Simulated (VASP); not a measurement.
Ir:

```
Ir
1.0
     0.00000    1.86470    1.86470
     1.86470    0.00000    1.86470
     1.86470    1.86470    0.00000
Ir
1
Direct
  0.00000 0.00000 0.00000
```

Base run:

```yaml
Program: VASP 6.6.1
Functional: RPBE
Dispersion: D3(BJ)
Potentials_or_basis: VASP PAW PBE potentials, release 64 (Ir)
Cutoff: 520 eV
k_mesh: 12 × 12 × 12
Occupations: fermi-dirac, width 0.05 eV
Spin: no spin polarisation
```

Its results: pressure 1.0 GPa.

Task: The run is repeated on the same cell with these changes: potentials or basis from VASP PAW PBE potentials, release 64 (Ir) to VASP PAW PBE potentials, release 64 (Ir_sv_GW); cutoff from 520 eV to 500 eV; further incar settings from ALGO = Normal; EDIFF = 1e-06; NBANDS = 10 to ALGO = Normal; EDIFF = 1e-06; NBANDS = 14; valence electrons from 9 to 17. What comes out?

Result: Pressure -3.8 GPa.

Caveats: the PAW data sets were made with another functional, which shifts forces and pressure a little; pairwise dispersion overbinds metals, which lowers pressure and volume.
